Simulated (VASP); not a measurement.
# Li2Se3 (P-3m1) in VASP: further runs

Runs on Li2Se3. Level: PBE. Tasks: single point.

Program: VASP 6.6.1. These are calculated values, not measurements. Logs are shortened: lines on timing, memory, paths and dates and some standing lists are left out, and cuts for length are marked.

### 1 The cell of the first run

Symmetry: P-3m1, No. 164, trigonal system. The conventional cell has a = 4.207 Å, b = 4.207 Å, c = 6.546 Å, α = 90.00°, β = 90.00°, γ = 120.00°. Within 3.3 Å of Li (site symmetry 3m) lie 7 Se at 2.53 to 2.91 Å. Within 3.8 Å of Se (site symmetry -3m) lie 6 Li at 2.91 Å and 6 Se at 3.36 Å. Se (site symmetry 3m) has 4 Li at 2.53 to 2.62 Å and 3 Se at 3.08 Å within 3.3 Å.

### 2 Single point, PBE

File INCAR:

```
PREC     = Accurate       # precision mode
ENCUT    = 520            # plane-wave cutoff, eV
EDIFF    = 1E-6           # SCF threshold, eV
ISMEAR   = 0              # smearing method
SIGMA    = 0.1            # smearing width, eV
LREAL    = F              # projectors in reciprocal space
LASPH    = T              # aspherical terms in the spheres
NELM     = 60             # most SCF steps
ALGO     = Normal         # electronic algorithm
ISIF     = 2              # what is computed and relaxed
LWAVE    = F              # write WAVECAR
LCHARG   = F              # write CHGCAR
GGA      = PE             # functional
NBANDS   = 20             # bands
```

File KPOINTS:

```
regular mesh
0
Gamma
  6 6 4
```

File POSCAR:

```
Li2Se3
1.0
    4.2071172852      0.0000000000      0.0000000000
   -2.1035586426      3.6434704457      0.0000000000
    0.0000000000      0.0000000000      6.5455911062
Li Se
2 3
Direct
    0.3333333333      0.6666666667      0.2450000000
    0.6666666667      0.3333333333      0.7550000000
    0.0000000000      0.0000000000      0.0000000000
    0.3333333333      0.6666666667      0.6450000000
    0.6666666667      0.3333333333      0.3550000000
```

Potentials or basis: VASP PAW PBE potentials, release 64 (Li_sv, Se).

Run with:

```
cat potpaw_PBE.64/Li_sv/POTCAR potpaw_PBE.64/Se/POTCAR > POTCAR
mpirun -np 1 vasp_std > vasp.out
```

OUTCAR:

```text
PREC = Accurate
   ENCUT = 520
   EDIFF = 1E-6
   ISMEAR = 0
   LREAL = F
   LASPH = T
   NELM = 60
   ISIF = 2
   GGA = PE

 ion  position               nearest neighbor table
   1  0.333  0.667  0.245-   5 2.53   5 2.53   5 2.53   4 2.62
   2  0.667  0.333  0.755-   4 2.53   4 2.53   4 2.53   5 2.62
   3  0.000  0.000  0.000-
   4  0.333  0.667  0.645-   2 2.53   2 2.53   2 2.53   1 2.62
   5  0.667  0.333  0.355-   1 2.53   1 2.53   1 2.53   2 2.62

  LATTYP: Found a hexagonal cell.
 ALAT       =     4.2071172852
 C/A-ratio  =     1.5558375635

  Lattice vectors:

 A1 = (   4.2071172852,   0.0000000000,   0.0000000000)
 A2 = (  -2.1035586426,   3.6434704457,   0.0000000000)
 A3 = (   0.0000000000,   0.0000000000,   6.5455911062)

Analysis of symmetry for initial positions (statically):
=====================================================================
 Subroutine PRICEL returns:
 Original cell was already a primitive cell.

 Routine SETGRP: Setting up the symmetry group for a
 hexagonal supercell.

 Subroutine GETGRP returns: Found 12 space group operations
 (whereof 12 operations were pure point group operations)
 out of a pool of 24 trial point group operations.

The static configuration has the point symmetry D_3d.

Analysis of symmetry for dynamics (positions and initial velocities):
=====================================================================
 Subroutine PRICEL returns:
 Original cell was already a primitive cell.

 Routine SETGRP: Setting up the symmetry group for a
 hexagonal supercell.

 Subroutine GETGRP returns: Found 12 space group operations
 (whereof 12 operations were pure point group operations)
 out of a pool of 24 trial point group operations.

The dynamic configuration has the point symmetry D_3d.

 Subroutine INISYM returns: Found 12 space group operations
 (whereof 12 operations are pure point group operations),
 and found     1 'primitive' translations

----------------------------------------------------------------------------------------

                                     Primitive cell

  volume of cell :     100.3341

  direct lattice vectors                    reciprocal lattice vectors
     4.207117285  0.000000000  0.000000000     0.237692446  0.137231798  0.000000000
    -2.103558643  3.643470446  0.000000000     0.000000000  0.274463596  0.000000000
     0.000000000  0.000000000  6.545591106     0.000000000  0.000000000  0.152774590

  length of vectors
     4.207117285  4.207117285  6.545591106     0.274463596  0.274463596  0.152774590

  position of ions in fractional coordinates (direct lattice)
     0.333333333  0.666666667  0.245000000
     0.666666667  0.333333333  0.755000000
     0.000000000  0.000000000  0.000000000
     0.333333333  0.666666667  0.645000000
     0.666666667  0.333333333  0.355000000

  ion indices of the primitive-cell ions
   primitive index   ion index
                 1           1
                 2           2
                 3           3
                 4           4
                 5           5

----------------------------------------------------------------------------------------

 KPOINTS: regular mesh

Automatic generation of k-mesh.
 Grid dimensions read from file:
 generate k-points for:    6    6    4

 Generating k-lattice:

  Cartesian coordinates                     Fractional coordinates (reciprocal lattice)
     0.039615408  0.022871966  0.000000000     0.166666667  0.000000000  0.000000000
     0.000000000  0.045743933  0.000000000     0.000000000  0.166666667  0.000000000
     0.000000000  0.000000000  0.038193648     0.000000000  0.000000000  0.250000000

  Length of vectors
     0.045743933  0.045743933  0.038193648

  Shift w.r.t. Gamma in fractional coordinates (k-lattice)
     0.000000000  0.000000000  0.000000000

 Subroutine IBZKPT returns following result:
 ===========================================

 Found     24 irreducible k-points:

 Following reciprocal coordinates:
            Coordinates               Weight
  0.000000  0.000000  0.000000      1.000000
  0.166667 -0.000000  0.000000      6.000000
  0.333333 -0.000000  0.000000      6.000000
  0.500000 -0.000000  0.000000      3.000000
  0.166667  0.166667  0.000000      6.000000
  0.333333  0.166667  0.000000     12.000000
[... 16 lines left out ...]
  0.333333  0.166667  0.500000     12.000000
  0.333333  0.333333  0.500000      2.000000
   k-points           NKPTS =     24   k-points in BZ     NKDIM =     24   number of bands    NBANDS=     20
   number of dos      NEDOS =    301   number of ions     NIONS =      5
   total plane-waves  NPLWV =  51200
   dimension x,y,z NGX =    32 NGY =   32 NGZ =   50
   dimension x,y,z NGXF=    64 NGYF=   64 NGZF=  100
   ions per type =               2   3
   NGX,Y,Z   is equivalent  to a cutoff of  12.64, 12.64, 12.70 a.u.
   NGXF,Y,Z  is equivalent  to a cutoff of  25.29, 25.29, 25.40 a.u.
 SYSTEM =  unknown system
   PREC   = accura    normal or accurate (medium, high low for compatibility)
   ISTART =      0    job   : 0-new  1-cont  2-samecut
   ICHARG =      2    charge: 1-file 2-atom 10-const
   ISPIN  =      1    spin polarized calculation?
   LNONCOLLINEAR =      F non collinear calculations
   LSORBIT =      F    spin-orbit coupling
   LASPH  =      T    aspherical Exc in radial PAW
   ENCUT  =  520.0 eV  38.22 Ry    6.18 a.u.   7.82  7.82 12.17*2*pi/ulx,y,z
   NELM   =     60;   NELMIN=  2; NELMDL= -5     # of ELM steps
   EDIFF  = 0.1E-05   stopping-criterion for ELM
   LREAL  =      F    real-space projection
   EDIFFG = 0.1E-04   stopping-criterion for IOM
   NSW    =      0    number of steps for IOM
   IBRION =     -1    ionic relax: 0-MD 1-quasi-New 2-CG
   NFREE  =      0    steps in history (QN), initial steepest desc. (CG)
   ISIF   =      2    stress and relaxation
   ISYM   =      2    0-nonsym 1-usesym 2-fastsym
   POTIM  = 0.5000    time-step for ionic-motion
   TEBEG  =    0.0;   TEEND  =   0.0 temperature during run
   PSTRESS=    0.0 pullay stress
   NELECT =      24.0000    total number of electrons
   NUPDOWN=      -1.0000    fix difference up-down
   EMIN   =  10.00;   EMAX   =-10.00  energy-range for DOS
   EFERMI =   0.00;   METHOD = LEGACY
   ISMEAR =     0;   SIGMA  =   0.10  broadening in eV -4-tet -1-fermi 0-gaus
   EFERMI_NEDOS =   21; number of points for ismear=-14 and -15
   IALGO  =     38    algorithm
   IMIX   =      4    mixing-type and parameters
     AMIX     =   0.40;   BMIX     =  1.00
     AMIX_MAG =   1.60;   BMIX_MAG =  1.00
  volume/ion in A,a.u.               =      20.07       135.42
  Fermi-wavevector in a.u.,A,eV,Ry     =   1.016239  1.920412 14.051291  1.032741
  Thomas-Fermi vector in A             =   2.149571
   LORBIT       =      0    0 simple, 1 ext, 2 COOP (PROOUT), +10 PAW based schemes
   GGA     = PE    functional components
   LHFCALC =     F    Hartree Fock is set to
   AEXX    =    0.0000 exact exchange contribution
   IVDW    =     0    specifies the selected vdW correction
   LEPSILON=     F    determine dielectric tensor
   LRPA    =     F    only Hartree local field effects (RPA)
 non-spin polarized calculation
 Gauss-broadening in eV      SIGMA  =   0.10
  energy-cutoff  :      520.00
  volume of cell :      100.33
 maximum number of plane-waves:      2724
 NGX is ok and might be reduce to    32
   NGX = 15   NGY = 15   NGZ = 25

 number of electron      24.0000006 magnetization

 Free energy of the ion-electron system (eV)
  ---------------------------------------------------
  ext. energy  EPLUGINS =         0.00000000
  ---------------------------------------------------
  free energy    TOTEN  =       -16.22483540 eV

  energy without entropy =      -16.20706070  energy(sigma->0) =      -16.21594805

 E-fermi :   2.7115     XC(G=0):  -9.0794

 val. band max:        2.6737985033   @ k =   0.0000   0.0000   0.0000
 cond. band min:       2.7161922032   @ k =   0.0000   0.3333   0.2500
 fundamental gap:      0.0423936999
 Fermi energy:         2.7114859684

 k-point     1 :       0.0000    0.0000    0.0000
  band No.  band energies     occupation
      1     -42.7939      2.00000
      2     -42.7931      2.00000
      3     -11.1429      2.00000
      4      -9.2886      2.00000
      5      -8.9968      2.00000
      6       0.0218      2.00000
[... 12 lines left out ...]
     19       8.7895      0.00000
     20       9.0074      0.00000

 k-point     2 :       0.1667   -0.0000    0.0000
  band No.  band energies     occupation
      1     -42.7938      2.00000
      2     -42.7931      2.00000
      3     -10.9842      2.00000
      4      -9.2513      2.00000
      5      -9.0513      2.00000
      6      -0.8700      2.00000
[... 12 lines left out ...]
     19       9.2923      0.00000
     20      10.2324      0.00000

 k-point     3 :       0.3333   -0.0000    0.0000
  band No.  band energies     occupation
      1     -42.7934      2.00000
      2     -42.7930      2.00000
      3     -10.5538      2.00000
      4      -9.3726      2.00000
      5      -9.0889      2.00000
      6      -1.4904      2.00000
[... 12 lines left out ...]
     19      10.6528      0.00000
     20      11.5823      0.00000

 k-point     4 :       0.5000   -0.0000    0.0000
  band No.  band energies     occupation
      1     -42.7933      2.00000
      2     -42.7930      2.00000
      3     -10.1279      2.00000
      4      -9.7148      2.00000
      5      -9.0448      2.00000
      6      -1.5750      2.00000
[... 12 lines left out ...]
     19      11.3014      0.00000
     20      12.2100      0.00000

 k-point     5 :       0.1667    0.1667    0.0000
  band No.  band energies     occupation
      1     -42.7935      2.00000
      2     -42.7930      2.00000
      3     -10.6876      2.00000
      4      -9.2090      2.00000
      5      -9.1861      2.00000
      6      -1.3055      2.00000
[... 12 lines left out ...]
     19      10.9817      0.00000
     20      11.0615      0.00000

 k-point     6 :       0.3333    0.1667    0.0000
  band No.  band energies     occupation
      1     -42.7933      2.00000
      2     -42.7930      2.00000
      3     -10.1970      2.00000
      4      -9.5374      2.00000
      5      -9.1603      2.00000
      6      -1.4437      2.00000
[... 12 lines left out ...]
     19      11.2106      0.00000
     20      11.6122      0.00000

 k-point     7 :       0.3333    0.3333    0.0000
  band No.  band energies     occupation
      1     -42.7931      2.00000
      2     -42.7931      2.00000
      3      -9.7782      2.00000
      4      -9.7782      2.00000
      5      -9.2867      2.00000
      6      -1.1879      2.00000
[... 12 lines left out ...]
     19      10.9593      0.00000
     20      10.9593      0.00000
[... 277 lines left out ...]
 k-point    20 :       0.3333   -0.0000    0.5000
  band No.  band energies     occupation
      1     -42.7933      2.00000
      2     -42.7932      2.00000
      3     -10.4152      2.00000
      4      -9.7759      2.00000
      5      -8.8313      2.00000
      6      -1.5815      2.00000
[... 12 lines left out ...]
     19      10.0991      0.00000
     20      11.0496      0.00000

 k-point    21 :       0.5000   -0.0000    0.5000
  band No.  band energies     occupation
      1     -42.7932      2.00000
      2     -42.7931      2.00000
      3     -10.1642      2.00000
      4      -9.4983      2.00000
      5      -9.2533      2.00000
      6      -2.1201      2.00000
[... 12 lines left out ...]
     19      11.4796      0.00000
     20      11.9318      0.00000

 k-point    22 :       0.1667    0.1667    0.5000
  band No.  band energies     occupation
      1     -42.7933      2.00000
      2     -42.7932      2.00000
      3     -10.5163      2.00000
      4      -9.8569      2.00000
      5      -8.6984      2.00000
      6      -0.9321      2.00000
[... 12 lines left out ...]
     19      10.1633      0.00000
     20      10.5112      0.00000

 k-point    23 :       0.3333    0.1667    0.5000
  band No.  band energies     occupation
      1     -42.7932      2.00000
      2     -42.7931      2.00000
      3     -10.1382      2.00000
      4      -9.6313      2.00000
      5      -9.1341      2.00000
      6      -1.8851      2.00000
[... 12 lines left out ...]
     19      10.7199      0.00000
     20      11.4026      0.00000

 k-point    24 :       0.3333    0.3333    0.5000
  band No.  band energies     occupation
      1     -42.7931      2.00000
      2     -42.7931      2.00000
      3      -9.7764      2.00000
      4      -9.7764      2.00000
      5      -9.2798      2.00000
      6      -1.9115      2.00000
[... 12 lines left out ...]
     19      10.5295      0.00000
     20      11.6000      0.00000

------------------------ aborting loop because EDIFF is reached ----------------------------------------

  FORCE on cell =-STRESS in cart. coord.  units (eV):
  Direction    XX          YY          ZZ          XY          YZ          ZX
  --------------------------------------------------------------------------------------
  -------------------------------------------------------------------------------------
  Total        0.1071641      0.1071641     -1.5342629      0.0000000      0.0000000      0.0000000
  in kB        1.7112408      1.7112408    -24.4997487      0.0000000      0.0000000      0.0000000
  external PRESSURE =      -7.0257557 kB  Pullay stress =       0.0000000 kB

 VOLUME and BASIS-vectors are now :
 -----------------------------------------------------------------------------
  energy-cutoff  :      520.00
  volume of cell :      100.33
      direct lattice vectors                 reciprocal lattice vectors
     4.207117285  0.000000000  0.000000000     0.237692446  0.137231798  0.000000000
    -2.103558643  3.643470446  0.000000000     0.000000000  0.274463596  0.000000000
     0.000000000  0.000000000  6.545591106     0.000000000  0.000000000  0.152774590

 POSITION                                       TOTAL-FORCE (eV/Angst)
 -----------------------------------------------------------------------------------
     -0.00000      2.42898      1.60367         0.000000      0.000000     -0.584301
      2.10356      1.21449      4.94192        -0.000000     -0.000000      0.584301
      0.00000      0.00000      0.00000        -0.000000      0.000000      0.000000
     -0.00000      2.42898      4.22191         0.000000      0.000000      0.572539
      2.10356      1.21449      2.32368        -0.000000     -0.000000     -0.572539
 -----------------------------------------------------------------------------------
    total drift:                               -0.000000      0.000000      0.000000

  FREE ENERGIE OF THE ION-ELECTRON SYSTEM (eV)
  ---------------------------------------------------
  free  energy   TOTEN  =       -16.2248354021 eV

  energy  without entropy=      -16.2070607038  energy(sigma->0) =      -16.21594805
```

Run time: 18 s. Hardware: 1 thread of Intel Xeon 6975P-C (Granite Rapids), shared host; peak memory 0.22 GiB.

What came out:

```
Free energy            : -16.2248 eV
Largest force          : 0.584 eV/Å
Band gap on the k mesh : zero (band 12 reaches 3.74 eV, above the bottom of band 13 at 1.99 eV)
```

Forces on the atoms (eV/Å):
```
Li   0.000  0.000 -0.584
Li   0.000  0.000  0.584
Se   0.000  0.000  0.000
Se   0.000  0.000  0.573
Se   0.000  0.000 -0.573
```

Caveat: the cutoff is under 1.25 times the usual one of these potentials, so pressure, stress and relaxed cells hold a basis-set (Pulay) error.

(Part 1 of 2 ends here.)
